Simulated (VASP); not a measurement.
**Ca3C: relaxation of cell and atoms with PBE**

Crystal: Ca3C.

```
Ca C
1.0
     4.48346    0.00000    0.00000
     0.00000    4.48346    0.00000
     0.00000    0.00000    4.48346
Ca C
3 1
Cartesian
  0.0000 2.2417 2.2417
  2.2417 0.0000 2.2417
  2.2417 2.2417 0.0000
  0.0000 0.0000 0.0000
```

| Quantity | Value |
| --- | --- |
| Program | VASP 6.6.1 |
| Task | relaxation of cell and atoms |
| Functional | PBE |
| Potentials or basis | VASP PAW PBE potentials, release 64 (Ca_sv, C) |
| Cutoff | 600 eV |
| k mesh | 10 × 10 × 10 |
| Occupations | gaussian, width 0.1 eV |
| Spin | no spin polarisation |
| Dipole correction | no |
| Further INCAR settings | ALGO = Normal; EDIFF = 1e-07; IBRION = 2; EDIFFG = -0.01; NSW = 100; ISIF = 3 |

```
Relaxed volume                         : 23.21 Å³/atom
Relaxed cell                           : a = 4.528 Å, b = 4.528 Å, c = 4.528 Å, α = 90.00°, β = 90.00°, γ = 90.00°
Space group after relaxing (to 0.05 Å) : Pm-3m (No. 221)
Energy gained by relaxing              : 1.9 meV/atom
Ionic steps                            : 3
Pressure after relaxing                : 0.0 GPa
Band gap on the k mesh                 : zero (band 17 reaches 3.52 eV, above the bottom of band 18 at 3.25 eV)
```

The path:
| step | energy change (eV) | largest force (eV/Å) | pressure (GPa) | volume (Å³) |
| --- | --- | --- | --- | --- |
| 1 | 0.0000 | 0.0000 | 0.93 | 90.12 |
| 2 | -0.0067 | 0.0000 | 0.33 | 91.84 |
| 3 | -0.0077 | 0.0000 | 0.00 | 92.84 |

Final structure:
```cif
data_structure
_symmetry_space_group_name_H-M 'P 1'
_symmetry_Int_Tables_number 1
_cell_length_a 4.5281
_cell_length_b 4.5281
_cell_length_c 4.5281
_cell_angle_alpha 90.000
_cell_angle_beta 90.000
_cell_angle_gamma 90.000
_cell_volume 92.84
loop_
_atom_site_label
_atom_site_type_symbol
_atom_site_fract_x
_atom_site_fract_y
_atom_site_fract_z
_atom_site_occupancy
Ca1 Ca 0.00000 0.50000 0.50000 1
Ca2 Ca 0.50000 0.00000 0.50000 1
Ca3 Ca 0.50000 0.50000 0.00000 1
C1 C 0.00000 0.00000 0.00000 1
```

Levels at points of the mesh, in eV from the Fermi level:
```
           k point  band 14  band 15  band 16  band 17  band 18  band 19  band 20  band 21
(0.00, 0.00, 0.00)    -2.66    -0.03    -0.03    -0.03     0.47     0.47     0.89     0.89
(0.50, 0.00, 0.00)    -2.96    -0.77    -0.62    -0.62     1.32     1.42     1.76     2.28
(0.50, 0.50, 0.00)    -1.95    -1.95    -0.80    -0.49     1.47     1.52     1.52     2.60
(0.50, 0.50, 0.50)    -0.92    -0.92    -0.92    -0.24    -0.24    -0.24     1.34     2.47
```

Wall time 6.6 min on 1 thread of Oxide Virtual Turin-like Processor, with other jobs on the host, peak memory 0.26 GiB.
